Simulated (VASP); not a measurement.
A run of VASP 6.6.1 is set up as follows.

The input INCAR:

```
SYSTEM = Cu
PREC = Accurate ; ENCUT = 520
EDIFF = 1E-6 ; ISMEAR = 0
SIGMA = 0.15 ; LREAL = .False.
LASPH = .True. ; NELM = 60
ALGO = Fast ; ISIF = 2
LWAVE = .False. ; LCHARG = .False.
GGA = PS ; NBANDS = 12
```

The input KPOINTS:

```
regular mesh
0
Gamma
  22 22 22
  0 0 0
```

POSCAR

```
Cu
1.0
    0.0000000000      1.8075000000      1.8617250000
    1.8075000000      0.0000000000      1.8617250000
    1.8075000000      1.8075000000      0.0000000000
Cu
1
Direct
    0.0000000000      0.0000000000      0.0000000000
```

Potentials or basis: VASP PAW PBE potentials, release 64 (Cu).

Command:

```sh
$ cat potpaw_PBE.64/Cu/POTCAR > POTCAR
$ mpirun -np 1 vasp_std > vasp.out
```

Task: Estimate the pressure.

Result: -9.4 GPa.

Stress tensor (GPa, compression positive):
```
 -8.83   0.00   0.00
  0.00  -8.83   0.00
  0.00   0.00 -10.57
```

Caveat: the cell differs from its parent crystal (strain +0.000 along x and y, +0.030 along z); the PAW data sets were made with another functional, which shifts forces and pressure a little.
